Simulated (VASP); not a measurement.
# AlPt (P2_13) in VASP: single point with r2SCAN

Aim: the single point of AlPt with r2SCAN.

All numbers are computed with VASP 6.6.1; they aren't measurements. Logs are shortened: lines on timing, memory, paths and dates and some standing lists are left out, and cuts for length are marked.

### 1 The cell of the first run

It takes space group P2_13 (No. 198, cubic). The conventional cell has a = 4.916 Å, b = 4.916 Å, c = 4.916 Å, α = 90.00°, β = 90.00°, γ = 90.00°. Within 3.5 Å of Al (site symmetry 3) lie 7 Pt at 2.62 to 2.65 Å and 6 Al at 3.04 Å. Within 3.5 Å of Pt (site symmetry 3) lie 7 Al at 2.62 to 2.65 Å and 6 Pt at 3.04 Å.

### 2 Single point, r2SCAN

Input file POSCAR:

```
AlPt
1.0
    4.9162693466      0.0000000000      0.0000000000
    0.0000000000      4.9162693466      0.0000000000
    0.0000000000      0.0000000000      4.9162693466
Al Pt
4 4
Direct
    0.8440377096      0.8440377096      0.8440377096
    0.6559622904      0.1559622904      0.3440377096
    0.3440377096      0.6559622904      0.1559622904
    0.1559622904      0.3440377096      0.6559622904
    0.1548771014      0.1548771014      0.1548771014
    0.3451228986      0.8451228986      0.6548771014
    0.6548771014      0.3451228986      0.8451228986
    0.8451228986      0.6548771014      0.3451228986
```

Input file INCAR.step1:

```
SYSTEM = AlPt
PREC = Accurate
ENCUT = 520
ISMEAR = 0
SIGMA = 0.1
LREAL = .False.
LASPH = .True.
NELM = 100
NBANDS = 36
GGA = PE
ALGO = Normal
EDIFF = 1E-4
LWAVE = .True.
LCHARG = .False.
```

Input file INCAR.step2:

```
SYSTEM = AlPt
PREC = Accurate
ENCUT = 520
EDIFF = 1E-7
ISMEAR = 0
SIGMA = 0.1
LREAL = .False.
LASPH = .True.
NELM = 100
ALGO = Normal
ISIF = 2
LWAVE = .False.
LCHARG = .False.
METAGGA = R2SCAN
LMIXTAU = .True.
NBANDS = 36
ISTART = 1
```

Input file KPOINTS:

```
regular mesh
0
Gamma
  8 8 8
  0 0 0
```

Potentials or basis: VASP PAW PBE potentials, release 64 (Al, Pt).

On the command line:

```console
> cat potpaw_PBE.64/Al/POTCAR potpaw_PBE.64/Pt/POTCAR > POTCAR
> cp INCAR.step1 INCAR
> mpirun -np 1 vasp_std > vasp.out
> cp INCAR.step2 INCAR
> mpirun -np 1 vasp_std > vasp.out
```

OUTCAR:

```text
SYSTEM = AlPt
   PREC = Accurate
   ENCUT = 520
   EDIFF = 1E-7
   ISMEAR = 0
   LREAL = .False.
   LASPH = .True.
   NELM = 100
   ISIF = 2
   METAGGA = R2SCAN
   ISTART = 1

 ion  position               nearest neighbor table
   1  0.844  0.844  0.844-   6 2.62   7 2.62   8 2.62   6 2.63   7 2.63   8 2.63   5 2.65   3 3.04
                             4 3.04   2 3.04   2 3.04   4 3.04   3 3.04
   2  0.656  0.156  0.344-   5 2.62   7 2.62   8 2.62   7 2.63   8 2.63   5 2.63   6 2.65   1 3.04
                             1 3.04   3 3.04   3 3.04   4 3.04   4 3.04
   3  0.344  0.656  0.156-   5 2.62   6 2.62   8 2.62   8 2.63   6 2.63   5 2.63   7 2.65   1 3.04
                             4 3.04   2 3.04   2 3.04   4 3.04   1 3.04
   4  0.156  0.344  0.656-   5 2.62   6 2.62   7 2.62   6 2.63   5 2.63   7 2.63   8 2.65   1 3.04
                             3 3.04   2 3.04   1 3.04   2 3.04   3 3.04
   5  0.155  0.155  0.155-   2 2.62   3 2.62   4 2.62   2 2.63   3 2.63   4 2.63   1 2.65   6 3.04
                             7 3.04   8 3.04   6 3.04   8 3.04   7 3.04
   6  0.345  0.845  0.655-   1 2.62   3 2.62   4 2.62   3 2.63   4 2.63   1 2.63   2 2.65   8 3.04
                             5 3.04   5 3.04   7 3.04   7 3.04   8 3.04
   7  0.655  0.345  0.845-   1 2.62   2 2.62   4 2.62   4 2.63   2 2.63   1 2.63   3 2.65   8 3.04
                             5 3.04   8 3.04   6 3.04   6 3.04   5 3.04
   8  0.845  0.655  0.345-   1 2.62   2 2.62   3 2.62   2 2.63   1 2.63   3 2.63   4 2.65   7 3.04
                             5 3.04   7 3.04   5 3.04   6 3.04   6 3.04

  LATTYP: Found a simple cubic cell.
 ALAT       =     4.9162693466

  Lattice vectors:

 A1 = (   4.9162693466,   0.0000000000,   0.0000000000)
 A2 = (   0.0000000000,   4.9162693466,   0.0000000000)
 A3 = (   0.0000000000,   0.0000000000,   4.9162693466)

Analysis of symmetry for initial positions (statically):
=====================================================================
 Subroutine PRICEL returns:
 Original cell was already a primitive cell.

 Routine SETGRP: Setting up the symmetry group for a
 simple cubic supercell.

 Subroutine GETGRP returns: Found 12 space group operations
 (whereof  3 operations were pure point group operations)
 out of a pool of 48 trial point group operations.

The static configuration has the point symmetry C_3 .
 The point group associated with its full space group is T   .

Analysis of symmetry for dynamics (positions and initial velocities):
=====================================================================
 Subroutine PRICEL returns:
 Original cell was already a primitive cell.

 Routine SETGRP: Setting up the symmetry group for a
 simple cubic supercell.

 Subroutine GETGRP returns: Found 12 space group operations
 (whereof  3 operations were pure point group operations)
 out of a pool of 48 trial point group operations.

The dynamic configuration has the point symmetry C_3 .
 The point group associated with its full space group is T   .

 Subroutine INISYM returns: Found 12 space group operations
 (whereof  3 operations are pure point group operations),
 and found     1 'primitive' translations

----------------------------------------------------------------------------------------

                                     Primitive cell

  volume of cell :     118.8248

  direct lattice vectors                    reciprocal lattice vectors
     4.916269347  0.000000000  0.000000000     0.203406268  0.000000000  0.000000000
     0.000000000  4.916269347  0.000000000     0.000000000  0.203406268  0.000000000
     0.000000000  0.000000000  4.916269347     0.000000000  0.000000000  0.203406268

  length of vectors
     4.916269347  4.916269347  4.916269347     0.203406268  0.203406268  0.203406268

  position of ions in fractional coordinates (direct lattice)
     0.844037710  0.844037710  0.844037710
     0.655962290  0.155962290  0.344037710
     0.344037710  0.655962290  0.155962290
     0.155962290  0.344037710  0.655962290
     0.154877101  0.154877101  0.154877101
     0.345122899  0.845122899  0.654877101
     0.654877101  0.345122899  0.845122899
     0.845122899  0.654877101  0.345122899

  ion indices of the primitive-cell ions
   primitive index   ion index
                 1           1
                 2           2
                 3           3
                 4           4
                 5           5
                 6           6
                 7           7
                 8           8

----------------------------------------------------------------------------------------

 KPOINTS: regular mesh

Automatic generation of k-mesh.
 Grid dimensions read from file:
 generate k-points for:    8    8    8

 Generating k-lattice:

  Cartesian coordinates                     Fractional coordinates (reciprocal lattice)
     0.025425783  0.000000000  0.000000000     0.125000000  0.000000000  0.000000000
     0.000000000  0.025425783  0.000000000     0.000000000  0.125000000  0.000000000
     0.000000000  0.000000000  0.025425783     0.000000000  0.000000000  0.125000000

  Length of vectors
     0.025425783  0.025425783  0.025425783

  Shift w.r.t. Gamma in fractional coordinates (k-lattice)
     0.000000000  0.000000000  0.000000000

 Subroutine IBZKPT returns following result:
 ===========================================

 Found     45 irreducible k-points:

 Following reciprocal coordinates:
            Coordinates               Weight
  0.000000  0.000000  0.000000      1.000000
  0.125000  0.000000  0.000000      6.000000
  0.250000  0.000000  0.000000      6.000000
  0.375000  0.000000  0.000000      6.000000
  0.500000  0.000000  0.000000      3.000000
  0.125000  0.125000  0.000000     12.000000
[... 16 lines left out ...]
  0.250000  0.125000  0.125000     24.000000
  0.375000  0.125000  0.125000     24.000000
 [... further k-points ...]
   k-points           NKPTS =     45   k-points in BZ     NKDIM =     45   number of bands    NBANDS=     36
   number of dos      NEDOS =    301   number of ions     NIONS =      8
   total plane-waves  NPLWV =  64000
   dimension x,y,z NGX =    40 NGY =   40 NGZ =   40
   dimension x,y,z NGXF=    80 NGYF=   80 NGZF=   80
   ions per type =               4   4
   NGX,Y,Z   is equivalent  to a cutoff of  13.53, 13.53, 13.53 a.u.
   NGXF,Y,Z  is equivalent  to a cutoff of  27.05, 27.05, 27.05 a.u.
 SYSTEM =  AlPt
   PREC   = accura    normal or accurate (medium, high low for compatibility)
   ISTART =      1    job   : 0-new  1-cont  2-samecut
   ICHARG =      0    charge: 1-file 2-atom 10-const
   ISPIN  =      1    spin polarized calculation?
   LNONCOLLINEAR =      F non collinear calculations
   LSORBIT =      F    spin-orbit coupling
   LASPH  =      T    aspherical Exc in radial PAW
   ENCUT  =  520.0 eV  38.22 Ry    6.18 a.u.   9.14  9.14  9.14*2*pi/ulx,y,z
   NELM   =    100;   NELMIN=  2; NELMDL=  0     # of ELM steps
   EDIFF  = 0.1E-06   stopping-criterion for ELM
   LREAL  =      F    real-space projection
   EDIFFG = 0.1E-05   stopping-criterion for IOM
   NSW    =      0    number of steps for IOM
   IBRION =     -1    ionic relax: 0-MD 1-quasi-New 2-CG
   NFREE  =      0    steps in history (QN), initial steepest desc. (CG)
   ISIF   =      2    stress and relaxation
   ISYM   =      2    0-nonsym 1-usesym 2-fastsym
   POTIM  = 0.5000    time-step for ionic-motion
   TEBEG  =    0.0;   TEEND  =   0.0 temperature during run
   PSTRESS=    0.0 pullay stress
   NELECT =      52.0000    total number of electrons
   NUPDOWN=      -1.0000    fix difference up-down
   EMIN   =  10.00;   EMAX   =-10.00  energy-range for DOS
   EFERMI =   0.00;   METHOD = LEGACY
   ISMEAR =     0;   SIGMA  =   0.10  broadening in eV -4-tet -1-fermi 0-gaus
   EFERMI_NEDOS =   21; number of points for ismear=-14 and -15
   IALGO  =     38    algorithm
   IMIX   =      4    mixing-type and parameters
     AMIX     =   0.40;   BMIX     =  1.00
     AMIX_MAG =   1.60;   BMIX_MAG =  1.00
  volume/ion in A,a.u.               =      14.85       100.23
  Fermi-wavevector in a.u.,A,eV,Ry     =   1.242912  2.348763 21.018681  1.544829
  Thomas-Fermi vector in A             =   2.377245
   LORBIT       =      0    0 simple, 1 ext, 2 COOP (PROOUT), +10 PAW based schemes
   METAGGA = R2SCAN    functional components
   LHFCALC =     F    Hartree Fock is set to
   AEXX    =    0.0000 exact exchange contribution
   IVDW    =     0    specifies the selected vdW correction
   LEPSILON=     F    determine dielectric tensor
   LRPA    =     F    only Hartree local field effects (RPA)
 non-spin polarized calculation
 Gauss-broadening in eV      SIGMA  =   0.10
  energy-cutoff  :      520.00
  volume of cell :      118.82
 maximum number of plane-waves:      3228
 NGX is ok and might be reduce to    40
   NGX = 19   NGY = 19   NGZ = 19

 number of electron      52.0000004 magnetization

 Free energy of the ion-electron system (eV)
  ---------------------------------------------------
  ext. energy  EPLUGINS =         0.00000000
  ---------------------------------------------------
  free energy    TOTEN  =      -241.88575175 eV

  energy without entropy =     -241.87693904  energy(sigma->0) =     -241.88134539

 E-fermi :  10.0147     XC(G=0): -13.0438

 val. band max:       10.0100820886   @ k =   0.3750   0.3750   0.0000
 cond. band min:      10.0203683421   @ k =   0.5000   0.3750   0.3750
 fundamental gap:      0.0102862535
 Fermi energy:        10.0147405975

 k-point     1 :       0.0000    0.0000    0.0000
  band No.  band energies     occupation
      1      -1.5143      2.00000
      2       2.9657      2.00000
      3       2.9657      2.00000
      4       2.9657      2.00000
      5       4.4683      2.00000
      6       4.4683      2.00000
[... 28 lines left out ...]
     35      15.4051      0.00000
     36      15.4051      0.00000

 k-point     2 :       0.1250    0.0000    0.0000
  band No.  band energies     occupation
      1      -1.3957      2.00000
      2       2.6463      2.00000
      3       2.9948      2.00000
      4       3.0998      2.00000
      5       4.3207      2.00000
      6       4.4134      2.00000
[... 28 lines left out ...]
     35      15.6616      0.00000
     36      16.1088      0.00000
[... 817 lines left out ...]
     35      15.8941      0.00000
     36      16.4663      0.00000

 k-point    24 :       0.3750    0.1250    0.1250
  band No.  band energies     occupation
      1      -0.2576      2.00000
      2       1.3253      2.00000
      3       2.9672      2.00000
      4       3.2803      2.00000
      5       3.7611      2.00000
      6       4.0897      2.00000
[... 28 lines left out ...]
     35      15.9739      0.00000
     36      17.1706      0.00000

 [... further k-points ...]
[... 5 lines left out ...]
  --------------------------------------------------------------------------------------
  -------------------------------------------------------------------------------------
  Total       -3.4342583     -3.4342583     -3.4342583      0.0000000     -0.0000000      0.0000000
  in kB      -46.3059223    -46.3059223    -46.3059223      0.0000000     -0.0000000      0.0000000
  external PRESSURE =     -46.3059223 kB  Pullay stress =       0.0000000 kB

 VOLUME and BASIS-vectors are now :
 -----------------------------------------------------------------------------
  energy-cutoff  :      520.00
  volume of cell :      118.82
      direct lattice vectors                 reciprocal lattice vectors
     4.916269347  0.000000000  0.000000000     0.203406268  0.000000000  0.000000000
     0.000000000  4.916269347  0.000000000     0.000000000  0.203406268  0.000000000
     0.000000000  0.000000000  4.916269347     0.000000000  0.000000000  0.203406268

 POSITION                                       TOTAL-FORCE (eV/Angst)
 -----------------------------------------------------------------------------------
      4.14952      4.14952      4.14952        -0.006038     -0.006038     -0.006038
      3.22489      0.76675      1.69138         0.006038      0.006038     -0.006038
      1.69138      3.22489      0.76675        -0.006038      0.006038      0.006038
      0.76675      1.69138      3.22489         0.006038     -0.006038      0.006038
      0.76142      0.76142      0.76142         0.007200      0.007200      0.007200
      1.69672      4.15485      3.21955        -0.007200     -0.007200      0.007200
      3.21955      1.69672      4.15485         0.007200     -0.007200     -0.007200
      4.15485      3.21955      1.69672        -0.007200      0.007200     -0.007200
 -----------------------------------------------------------------------------------
    total drift:                               -0.000000     -0.000000      0.000000

  FREE ENERGIE OF THE ION-ELECTRON SYSTEM (eV)
  ---------------------------------------------------
  free  energy   TOTEN  =      -241.8857517481 eV

  energy  without entropy=     -241.8769390377  energy(sigma->0) =     -241.88134539
```

Run time: 21 min. Hardware: 1 thread of Intel Xeon 8259CL, shared host; peak memory 0.36 GiB.

Results:

```yaml
Free_energy: -241.8858 eV
Pressure: -4.6 GPa
Largest_force: 0.012 eV/Å
Band_gap_on_the_k_mesh: zero (bands 26 and 27 overlap by 1.21 eV)
```

Forces on the atoms (eV/Å):
```
Al  -0.006 -0.006 -0.006
Al   0.006  0.006 -0.006
Al  -0.006  0.006  0.006
Al   0.006 -0.006  0.006
Pt   0.007  0.007  0.007
Pt  -0.007 -0.007  0.007
Pt   0.007 -0.007 -0.007
Pt  -0.007  0.007 -0.007
```

Levels at points of the mesh, in eV from the Fermi level:
```csv
k point,band 22,band 23,band 24,band 25,band 26,band 27,band 28,band 29,band 30,band 31
"(0.00, 0.00, 0.00)",-1.79,-1.79,-1.79,-0.22,-0.22,-0.22,4.45,4.45,4.45,4.53
"(0.50, 0.00, 0.00)",-2.36,-1.54,-1.54,-0.68,-0.68,1.28,1.28,2.86,2.86,4.79
"(0.50, 0.50, 0.00)",-2.44,-2.26,-2.26,0.38,0.38,1.39,1.39,2.95,2.95,3.45
"(0.50, 0.50, 0.50)",-2.53,-2.53,-2.53,-0.82,-0.82,-0.82,-0.82,7.02,7.02,7.02
```

Caveat: the cell stands under tension; the PAW data sets were made with another functional, which shifts forces and pressure a little; spin-orbit coupling is left out, which moves the levels of the heavy elements.
